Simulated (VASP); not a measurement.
# Si2Os2I (Cmc2_1) in VASP: single point with PBEsol

Aim: the single point of Si2Os2I with PBEsol.

Program: VASP 6.6.1. These are calculated values, not measurements. Logs are shortened: lines on timing, memory, paths and dates and some standing lists are left out, and cuts for length are marked.

## 1. The cell of the first run

Symmetry: Cmc2_1, No. 36, orthorhombic system. The conventional cell has a = 10.744 Å, b = 6.650 Å, c = 5.874 Å, α = 90.00°, β = 90.00°, γ = 90.00°. Si (site symmetry 1) has 1 I at 1.97 Å and 3 Os at 2.06 to 2.13 Å within 2.6 Å. Within 2.7 Å of Os (site symmetry 1) lie 3 Si at 2.06 to 2.13 Å. I (site symmetry m) has 2 Si at 1.97 Å within 2.6 Å.

## 2. Single point, PBEsol

File INCAR:

```
SYSTEM = Si2Os2I
PREC     = Accurate       ! precision mode
ENCUT    = 520            ! plane-wave cutoff, eV
EDIFF    = 1E-7           ! SCF threshold, eV
ISMEAR   = 0              ! smearing method
SIGMA    = 0.0397         ! smearing width, eV
LREAL    = .FALSE.        ! projectors in reciprocal space
LASPH    = .TRUE.         ! aspherical terms in the spheres
NELM     = 100            ! most SCF steps
ALGO     = Normal         ! electronic algorithm
ISIF     = 2              ! what is computed and relaxed
LWAVE    = .FALSE.        ! write WAVECAR
LCHARG   = .FALSE.        ! write CHGCAR
GGA      = PS             ! functional
NBANDS   = 42             ! bands
```

File KPOINTS:

```
Automatic mesh
0
G
  6 6 6
  0 0 0
```

File POSCAR:

```
Si2Os2I
1.0
    5.3720246500      3.3247875000      0.0000000000
    5.3720246500     -3.3247875000      0.0000000000
    0.0000000000      0.0000000000     -5.8744178200
Si Os I
4 4 2
Direct
    0.3272000000      0.0254000000      0.7102000000
    0.6728000000      0.9746000000      0.2102000000
    0.9746000000      0.6728000000      0.7102000000
    0.0254000000      0.3272000000      0.2102000000
    0.3390000000      0.0970000000      0.3580000000
    0.6610000000      0.9030000000      0.8580000000
    0.9030000000      0.6610000000      0.3580000000
    0.0970000000      0.3390000000      0.8580000000
    0.2140000000      0.7860000000      0.7700000000
    0.7860000000      0.2140000000      0.2700000000
```

Potentials or basis: VASP PAW PBE potentials, release 64 (Si, Os, I).

On the command line:

```bash
cat potpaw_PBE.64/Si/POTCAR potpaw_PBE.64/Os/POTCAR potpaw_PBE.64/I/POTCAR > POTCAR
mpirun -np 1 vasp_std > vasp.out
```

OUTCAR:

```text
SYSTEM = Si2Os2I
   PREC = Accurate
   ENCUT = 520
   EDIFF = 1E-7
   ISMEAR = 0
   LREAL = .FALSE.
   LASPH = .TRUE.
   NELM = 100
   ISIF = 2
   GGA = PS

 ion  position               nearest neighbor table
   1  0.327  0.025  0.710-   9 1.97   8 2.06   6 2.08   5 2.13
   2  0.673  0.975  0.210-  10 1.97   7 2.06   5 2.08   6 2.13
   3  0.975  0.673  0.710-   9 1.97   6 2.06   8 2.08   7 2.13
   4  0.025  0.327  0.210-  10 1.97   5 2.06   7 2.08   8 2.13
   5  0.339  0.097  0.358-   4 2.06   2 2.08   1 2.13  10 3.26  10 3.27   8 3.35   8 3.35   9 3.42
[... 7 lines left out ...]
   9  0.214  0.786  0.770-   1 1.97   3 1.97   6 3.26   8 3.26   8 3.27   6 3.27   5 3.42   7 3.42

  10  0.786  0.214  0.270-   2 1.97   4 1.97   5 3.26   7 3.26   5 3.27   7 3.27   8 3.42   6 3.42

  LATTYP: Found a base centered orthorhombic cell.
 ALAT       =     6.6495750000
 B/A-ratio  =     1.6157497735
 C/A-ratio  =     0.8834275604

  Lattice vectors:

 A1 = (  -5.3720246500,   3.3247875000,   0.0000000000)
 A2 = (   5.3720246500,   3.3247875000,   0.0000000000)
 A3 = (   0.0000000000,   0.0000000000,  -5.8744178200)

Analysis of symmetry for initial positions (statically):
=====================================================================
 Subroutine PRICEL returns:
 Original cell was already a primitive cell.

 Routine SETGRP: Setting up the symmetry group for a
 base centered orthorhombic supercell.

 Subroutine GETGRP returns: Found  4 space group operations
 (whereof  2 operations were pure point group operations)
 out of a pool of  8 trial point group operations.

The static configuration has the point symmetry C_1h.
 The point group associated with its full space group is C_2v.

Analysis of symmetry for dynamics (positions and initial velocities):
=====================================================================
 Subroutine PRICEL returns:
 Original cell was already a primitive cell.

 Routine SETGRP: Setting up the symmetry group for a
 base centered orthorhombic supercell.

 Subroutine GETGRP returns: Found  4 space group operations
 (whereof  2 operations were pure point group operations)
 out of a pool of  8 trial point group operations.

The dynamic configuration has the point symmetry C_1h.
 The point group associated with its full space group is C_2v.

 Subroutine INISYM returns: Found  4 space group operations
 (whereof  2 operations are pure point group operations),
 and found     1 'primitive' translations

[... 118 lines left out ...]
   POTIM  = 0.5000    time-step for ionic-motion
   TEBEG  =    0.0;   TEEND  =   0.0 temperature during run
   PSTRESS=    0.0 pullay stress
   NELECT =      62.0000    total number of electrons
   NUPDOWN=      -1.0000    fix difference up-down
   EMIN   =  10.00;   EMAX   =-10.00  energy-range for DOS
   EFERMI =   0.00;   METHOD = LEGACY
   ISMEAR =     0;   SIGMA  =   0.04  broadening in eV -4-tet -1-fermi 0-gaus
   EFERMI_NEDOS =   21; number of points for ismear=-14 and -15
   IALGO  =     38    algorithm
   IMIX   =      4    mixing-type and parameters
     AMIX     =   0.40;   BMIX     =  1.00
     AMIX_MAG =   1.60;   BMIX_MAG =  1.00
  volume/ion in A,a.u.               =      20.98       141.61
  Fermi-wavevector in a.u.,A,eV,Ry     =   1.090368  2.060497 16.176003  1.188903
  Thomas-Fermi vector in A             =   2.226591
   LORBIT       =      0    0 simple, 1 ext, 2 COOP (PROOUT), +10 PAW based schemes
   GGA     = PS    functional components
   LHFCALC =     F    Hartree Fock is set to
   AEXX    =    0.0000 exact exchange contribution
   IVDW    =     0    specifies the selected vdW correction
   LEPSILON=     F    determine dielectric tensor
   LRPA    =     F    only Hartree local field effects (RPA)
 non-spin polarized calculation
 Gauss-broadening in eV      SIGMA  =   0.04
  energy-cutoff  :      520.00
  volume of cell :      209.84
 maximum number of plane-waves:      5672
   NGX = 23   NGY = 23   NGZ = 21

 number of electron      62.0000000 magnetization

 Free energy of the ion-electron system (eV)
  ---------------------------------------------------
  ext. energy  EPLUGINS =         0.00000000
  ---------------------------------------------------
  free energy    TOTEN  =       -43.37782422 eV

  energy without entropy =      -43.36994449  energy(sigma->0) =      -43.37388435

 E-fermi :   5.8324     XC(G=0): -10.1799

 val. band max:        5.8305007948   @ k =   0.5000   0.3333   0.3333
 cond. band min:       5.8359759014   @ k =   0.3333   0.0000   0.1667
 fundamental gap:      0.0054751066
 Fermi energy:         5.8324464514

 k-point     1 :       0.0000    0.0000    0.0000
  band No.  band energies     occupation
      1     -11.1497      2.00000
      2     -10.8204      2.00000
      3      -5.0524      2.00000
      4      -5.0104      2.00000
      5      -3.2273      2.00000
      6      -1.4454      2.00000
[... 1069 lines left out ...]
     41      10.0404      0.00000
     42      10.5617      0.00000

 [... further k-points ...]

------------------------ aborting loop because EDIFF is reached ----------------------------------------

  FORCE on cell =-STRESS in cart. coord.  units (eV):
  Direction    XX          YY          ZZ          XY          YZ          ZX
  --------------------------------------------------------------------------------------
  -------------------------------------------------------------------------------------
  Total      133.5887950     57.2172314     46.0066878      0.0000000      0.0000000      0.0000000
  in kB     1019.9617761    436.8584129    351.2649623      0.0000000      0.0000000      0.0000000
  external PRESSURE =     602.6950504 kB  Pullay stress =       0.0000000 kB

 VOLUME and BASIS-vectors are now :
 -----------------------------------------------------------------------------
  energy-cutoff  :      520.00
  volume of cell :      209.84
      direct lattice vectors                 reciprocal lattice vectors
     5.372024650  3.324787500  0.000000000     0.093074778  0.150385551  0.000000000
     5.372024650 -3.324787500  0.000000000     0.093074778 -0.150385551  0.000000000
     0.000000000  0.000000000 -5.874417820     0.000000000  0.000000000 -0.170229635

 POSITION                                       TOTAL-FORCE (eV/Angst)
 -----------------------------------------------------------------------------------
      1.89418      1.00342     -4.17201         8.947973     -1.002048      3.723281
      8.84987     -1.00342     -1.23480        -8.947973      1.002048      3.723281
      8.84987      1.00342     -4.17201        -8.947973     -1.002048      3.723281
      1.89418     -1.00342     -1.23480         8.947973      1.002048      3.723281
      2.34220      0.80460     -2.10304        -0.289897      1.121998     -0.803013
      8.40185     -0.80460     -5.04025         0.289897     -1.121998     -0.803013
      8.40185      0.80460     -2.10304         0.289897      1.121998     -0.803013
      2.34220     -0.80460     -5.04025        -0.289897     -1.121998     -0.803013
      5.37202     -1.90178     -4.52330         0.000000      6.751574     -5.840536
      5.37202      1.90178     -1.58609         0.000000     -6.751574     -5.840536
 -----------------------------------------------------------------------------------
    total drift:                                0.000000      0.000000      0.000055

  FREE ENERGIE OF THE ION-ELECTRON SYSTEM (eV)
  ---------------------------------------------------
  free  energy   TOTEN  =       -43.3778242178 eV

  energy  without entropy=      -43.3699444907  energy(sigma->0) =      -43.37388435
```

Run time: 6.8 min. Hardware: 1 thread of Intel Xeon Platinum 8488C (Sapphire Rapids), shared host; peak memory 0.57 GiB.

Results:

| Property | Result |
| --- | --- |
| Free energy | -43.3778 eV |
| Pressure | 60.3 GPa |
| Largest force | 9.743 eV/Å |
| Band gap on the k mesh | zero (bands 31 and 32 overlap by 0.40 eV) |

Forces on the atoms (eV/Å):
```
Si   8.948 -1.002  3.723
Si  -8.948  1.002  3.723
Si  -8.948 -1.002  3.723
Si   8.948  1.002  3.723
Os  -0.290  1.122 -0.803
Os   0.290 -1.122 -0.803
Os   0.290  1.122 -0.803
Os  -0.290 -1.122 -0.803
I    0.000  6.752 -5.841
I    0.000 -6.752 -5.841
```

Stress tensor (GPa, compression positive):
```
102.00   0.00   0.00
  0.00  43.69   0.00
  0.00   0.00  35.13
```

Levels at points of the mesh, in eV from the Fermi level:
| k point | band 28 | band 29 | band 30 | band 31 | band 32 | band 33 | band 34 | band 35 |
| --- | --- | --- | --- | --- | --- | --- | --- | --- |
| (0.00, 0.00, 0.00) | -0.62 | -0.51 | -0.37 | -0.18 | -0.12 | 0.58 | 1.11 | 1.36 |
| (0.50, 0.00, 0.00) | -0.55 | -0.36 | -0.30 | 0.01 | 0.01 | 0.71 | 0.88 | 1.77 |
| (0.50, 0.50, 0.00) | -0.31 | -0.20 | 0.09 | 0.10 | 0.30 | 0.39 | 0.66 | 0.96 |
| (0.00, 0.00, 0.50) | -0.79 | -0.48 | -0.48 | -0.27 | -0.27 | 0.74 | 0.74 | 2.50 |
| (0.50, 0.00, 0.50) | -0.77 | -0.41 | -0.41 | 0.08 | 0.08 | 1.44 | 1.44 | 2.55 |
| (0.50, 0.50, 0.50) | -0.60 | -0.15 | -0.15 | 0.11 | 0.11 | 0.90 | 0.90 | 1.65 |

Caveat: the stress differs along the axes, from 35 to 102 GPa; the PAW data sets were made with another functional, which shifts forces and pressure a little; spin-orbit coupling is left out, which moves the levels of the heavy elements.
